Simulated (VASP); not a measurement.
# Sn4CO5 in VASP: a series of runs, part 2 of 2

VASP 6.6.1. Earlier steps stand in the parts before.

### 3 Single point, PBE+D3(BJ)

INCAR

```
SYSTEM = Sn4CO5
  PREC = Accurate
  ENCUT = 520
  EDIFF = 1E-6
  ISMEAR = 0
  SIGMA = 0.1
  LREAL = .False.
  LASPH = .True.
  NELM = 80
  ALGO = Normal
  ISIF = 2
  LWAVE = .False.
  LCHARG = .False.
  LDIPOL = .True.
  IDIPOL = 3
  DIPOL = 0.5 0.5 0.314
  GGA = PE
  IVDW = 12
  NBANDS = 56
```

KPOINTS

```
Automatic mesh
0
Gamma
  7 5 1
  0 0 0
```

POSCAR

```
Sn4CO5
1.0
    3.8363720907      0.0000000000      0.0000000000
    0.0000000000      6.1139356269      0.0000000000
    0.0000000000      0.0000000000     23.5716647277
O Sn C
5 4 1
Direct
    0.0000000000      0.3937311019      0.1696952696
    0.5000000000      0.5905966528      0.2330578881
    0.0000000000      0.7891442682      0.2961091540
    0.5000000000      0.9914786557      0.3572791665
    1.0000000000      1.4914786557      0.4887930004
    0.5000000000      0.2462583270      0.2005207373
    0.0000000000      0.7380694276      0.2022324204
    0.5000000000      0.6484830792      0.3298598435
    0.0000000000      0.1189669824      0.3265941608
    1.0000000000      1.4914786557      0.5375803904
```

Potentials or basis: VASP PAW PBE potentials, release 64 (O, Sn_d, C).

Run with:

```sh
$ cat potpaw_PBE.64/O/POTCAR potpaw_PBE.64/Sn_d/POTCAR potpaw_PBE.64/C/POTCAR > POTCAR
$ mpirun -np 1 vasp_std > vasp.out
```

OUTCAR:

```text
SYSTEM = Sn4CO5
   PREC = Accurate
   ENCUT = 520
   EDIFF = 1E-6
   ISMEAR = 0
   LREAL = .False.
   LASPH = .True.
   NELM = 80
   ISIF = 2
   GGA = PE
   IVDW = 12
 IVDW          = 12

 ion  position               nearest neighbor table
   1  0.000  0.394  0.170-   7 2.24   6 2.24   6 2.24
   2  0.500  0.591  0.233-   7 2.24   7 2.24   6 2.24   8 2.31
   3  0.000  0.789  0.296-   9 2.14   7 2.23   8 2.25   8 2.25
   4  0.500  0.991  0.357-   9 2.19   9 2.19   8 2.19
   5  0.000  0.491  0.489-  10 1.15
   6  0.500  0.246  0.201-   1 2.24   1 2.24   2 2.24   7 3.57   7 3.57   9 3.62   9 3.62   7 3.65
                             7 3.65
   7  0.000  0.738  0.202-   3 2.23   1 2.24   2 2.24   2 2.24   6 3.57   6 3.57   8 3.61   8 3.61
                             6 3.65   6 3.65   9 3.74
   8  0.500  0.648  0.330-   4 2.19   3 2.25   3 2.25   2 2.31   9 3.46   9 3.46   7 3.61   7 3.61

   9  0.000  0.119  0.327-   3 2.14   4 2.19   4 2.19   8 3.46   8 3.46   6 3.62   6 3.62   7 3.74

  10  0.000  0.491  0.538-   5 1.15

  LATTYP: Found a simple orthorhombic cell.
 ALAT       =     3.8363720907
 B/A-ratio  =     1.5936763907
 C/A-ratio  =     6.1442592560

  Lattice vectors:

 A1 = (   3.8363720907,   0.0000000000,   0.0000000000)
 A2 = (   0.0000000000,   6.1139356269,   0.0000000000)
 A3 = (   0.0000000000,   0.0000000000,  23.5716647277)

Analysis of symmetry for initial positions (statically):
=====================================================================
 Subroutine PRICEL returns:
 Original cell was already a primitive cell.

 Routine SETGRP: Setting up the symmetry group for a
 simple orthorhombic supercell.

 Subroutine GETGRP returns: Found  2 space group operations
 (whereof  2 operations were pure point group operations)
 out of a pool of  8 trial point group operations.

The static configuration has the point symmetry C_1h.

Analysis of symmetry for dynamics (positions and initial velocities):
=====================================================================
 Subroutine PRICEL returns:
 Original cell was already a primitive cell.

 Routine SETGRP: Setting up the symmetry group for a
 simple orthorhombic supercell.

 Subroutine GETGRP returns: Found  2 space group operations
 (whereof  2 operations were pure point group operations)
 out of a pool of  8 trial point group operations.

The dynamic configuration has the point symmetry C_1h.

 Subroutine INISYM returns: Found  2 space group operations
 (whereof  2 operations are pure point group operations),
 and found     1 'primitive' translations

----------------------------------------------------------------------------------------

                                     Primitive cell

  volume of cell :     552.8812

  direct lattice vectors                    reciprocal lattice vectors
     3.836372091  0.000000000  0.000000000     0.260662933  0.000000000  0.000000000
     0.000000000  6.113935627  0.000000000     0.000000000  0.163560767  0.000000000
     0.000000000  0.000000000 23.571664728     0.000000000  0.000000000  0.042423817

  length of vectors
     3.836372091  6.113935627 23.571664728     0.260662933  0.163560767  0.042423817

  position of ions in fractional coordinates (direct lattice)
[... 70 lines left out ...]
   NGX,Y,Z   is equivalent  to a cutoff of  13.00, 13.05, 12.70 a.u.
   NGXF,Y,Z  is equivalent  to a cutoff of  26.00, 26.10, 25.39 a.u.
 SYSTEM =  Sn4CO5
   PREC   = accura    normal or accurate (medium, high low for compatibility)
   ISTART =      0    job   : 0-new  1-cont  2-samecut
   ICHARG =      2    charge: 1-file 2-atom 10-const
   ISPIN  =      1    spin polarized calculation?
   LNONCOLLINEAR =      F non collinear calculations
   LSORBIT =      F    spin-orbit coupling
   LASPH  =      T    aspherical Exc in radial PAW
   ENCUT  =  520.0 eV  38.22 Ry    6.18 a.u.   7.13 11.37 43.83*2*pi/ulx,y,z
   NELM   =     80;   NELMIN=  2; NELMDL= -5     # of ELM steps
   EDIFF  = 0.1E-05   stopping-criterion for ELM
   LREAL  =      F    real-space projection
   EDIFFG = 0.1E-04   stopping-criterion for IOM
   NSW    =      0    number of steps for IOM
   IBRION =     -1    ionic relax: 0-MD 1-quasi-New 2-CG
   NFREE  =      0    steps in history (QN), initial steepest desc. (CG)
   ISIF   =      2    stress and relaxation
   ISYM   =      2    0-nonsym 1-usesym 2-fastsym
   POTIM  = 0.5000    time-step for ionic-motion
   TEBEG  =    0.0;   TEEND  =   0.0 temperature during run
   PSTRESS=    0.0 pullay stress
   NELECT =      90.0000    total number of electrons
   NUPDOWN=      -1.0000    fix difference up-down
   EMIN   =  10.00;   EMAX   =-10.00  energy-range for DOS
   EFERMI =   0.00;   METHOD = LEGACY
   ISMEAR =     0;   SIGMA  =   0.10  broadening in eV -4-tet -1-fermi 0-gaus
   EFERMI_NEDOS =   21; number of points for ismear=-14 and -15
   IALGO  =     38    algorithm
   IMIX   =      4    mixing-type and parameters
     AMIX     =   0.40;   BMIX     =  1.00
     AMIX_MAG =   1.60;   BMIX_MAG =  1.00
  volume/ion in A,a.u.               =      55.29       373.10
  Fermi-wavevector in a.u.,A,eV,Ry     =   0.893878  1.689185 10.871305  0.799018
  Thomas-Fermi vector in A             =   2.016012
   LORBIT       =      0    0 simple, 1 ext, 2 COOP (PROOUT), +10 PAW based schemes
   GGA     = PE    functional components
   LHFCALC =     F    Hartree Fock is set to
   AEXX    =    0.0000 exact exchange contribution
   IVDW    =    12    specifies the selected vdW correction
   LEPSILON=     F    determine dielectric tensor
   LRPA    =     F    only Hartree local field effects (RPA)
 non-spin polarized calculation
 Gauss-broadening in eV      SIGMA  =   0.10
  energy-cutoff  :      520.00
  volume of cell :      552.88
 maximum number of plane-waves:     14927
 NGX is ok and might be reduce to    30
   NGX = 15   NGY = 23   NGZ = 87

 dipolmoment           0.000000      0.000000      0.000043 electrons x Angstroem

 number of electron      90.0000017 magnetization

 dipolmoment           0.000000      0.000000     -0.012172 electrons x Angstroem

 Free energy of the ion-electron system (eV)
  ---------------------------------------------------
  ext. energy  EPLUGINS =         0.00000000
  ---------------------------------------------------
  free energy    TOTEN  =       -59.07695078 eV

  energy without entropy =      -59.07695078  energy(sigma->0) =      -59.07695078

 E-fermi :  -0.9766     XC(G=0):  -3.8408

 val. band max:       -1.3975589939   @ k =   0.0000   0.0000   0.0000
 cond. band min:      -0.5026398883   @ k =   0.0000   0.2000   0.0000
 fundamental gap:      0.8949191055
 Fermi energy:        -0.9765804694

 k-point     1 :       0.0000    0.0000    0.0000
  band No.  band energies     occupation
      1     -26.3341      2.00000
      2     -23.0834      2.00000
      3     -22.9580      2.00000
      4     -22.9244      2.00000
      5     -22.8788      2.00000
      6     -22.8200      2.00000
[... 697 lines left out ...]
     55       3.7228      0.00000
     56       4.2784      0.00000

------------------------ aborting loop because EDIFF is reached ----------------------------------------

 vacuum level on the upper side and lower side of the slab       (xc-potential included)        -0.198        -0.109

 Edisp (eV)   -1.28824

 E8    (eV) :    -0.5686

  FORCE on cell =-STRESS in cart. coord.  units (eV):
  Direction    XX          YY          ZZ          XY          YZ          ZX
  --------------------------------------------------------------------------------------
  -------------------------------------------------------------------------------------
  Total      -4.59027    -1.54259    -0.93519     0.00000     0.00993     0.00000
  in kB     -13.30201    -4.47022    -2.71007     0.00000     0.02878     0.00000
  external pressure =       -6.83 kB  Pullay stress =        0.00 kB

 VOLUME and BASIS-vectors are now :
 -----------------------------------------------------------------------------
  energy-cutoff  :      520.00
  volume of cell :      552.88
      direct lattice vectors                 reciprocal lattice vectors
     3.836372091  0.000000000  0.000000000     0.260662933  0.000000000  0.000000000
     0.000000000  6.113935627  0.000000000     0.000000000  0.163560767  0.000000000
     0.000000000  0.000000000 23.571664728     0.000000000  0.000000000  0.042423817

 POSITION                                       TOTAL-FORCE (eV/Angst)
 -----------------------------------------------------------------------------------
      0.00000      2.40725      4.00000         0.000000     -0.333297      0.307397
      1.91819      3.61087      5.49356         0.000000     -0.246651      0.366400
      0.00000      4.82478      6.97979         0.000000      0.000491     -0.002335
      1.91819      6.06184      8.42166         0.000000      0.003363      0.052205
      0.00000      3.00487     11.52166         0.000000     -0.002594      0.681768
      1.91819      1.50561      4.72661         0.000000      1.264082     -0.106712
      0.00000      4.51251      4.76695         0.000000     -0.680326     -0.630469
      1.91819      3.96478      7.77535         0.000000     -0.101028      0.065754
      0.00000      0.72736      7.69837         0.000000      0.095012     -0.007388
      0.00000      3.00487     12.67166         0.000000      0.000948     -0.726620
 -----------------------------------------------------------------------------------
    total drift:                                0.000000      0.000528     -0.000706

  FREE ENERGIE OF THE ION-ELECTRON SYSTEM (eV)
  ---------------------------------------------------
  free  energy   TOTEN  =       -60.3651943341 eV

  energy  without entropy=      -60.3651943341  energy(sigma->0) =      -60.36519433

 vacuum level on the upper side and lower side of the slab         3.084         3.177
```

It took 15 min on 1 thread of Oxide Virtual Turin-like, shared host; peak memory 0.7 GiB.

Results:

* Free energy: -60.3652 eV
* Largest force: 1.269 eV/Å
* Band gap on the k mesh: 0.90 eV (least direct gap 0.94 eV)
* Dispersion energy per atom: -0.129 eV

Forces on the atoms (eV/Å):
```
O    0.000 -0.333  0.307
O    0.000 -0.247  0.366
O    0.000  0.000 -0.002
O    0.000  0.003  0.052
O    0.000 -0.003  0.682
Sn   0.000  1.264 -0.107
Sn   0.000 -0.680 -0.630
Sn   0.000 -0.101  0.066
Sn   0.000  0.095 -0.007
C    0.000  0.001 -0.727
```

Levels at points of the mesh, in eV from the valence-band top:
| k point | band 41 | band 42 | band 43 | band 44 | band 45 | band 46 | band 47 | band 48 | band 49 | band 50 |
| --- | --- | --- | --- | --- | --- | --- | --- | --- | --- | --- |
| (0.00, 0.00, 0.00) | -2.63 | -2.24 | -2.22 | -0.72 | 0.00 | 0.94 | 1.97 | 2.13 | 2.55 | 2.94 |

Caveat: spin-orbit coupling is left out, which moves the levels of the heavy elements.
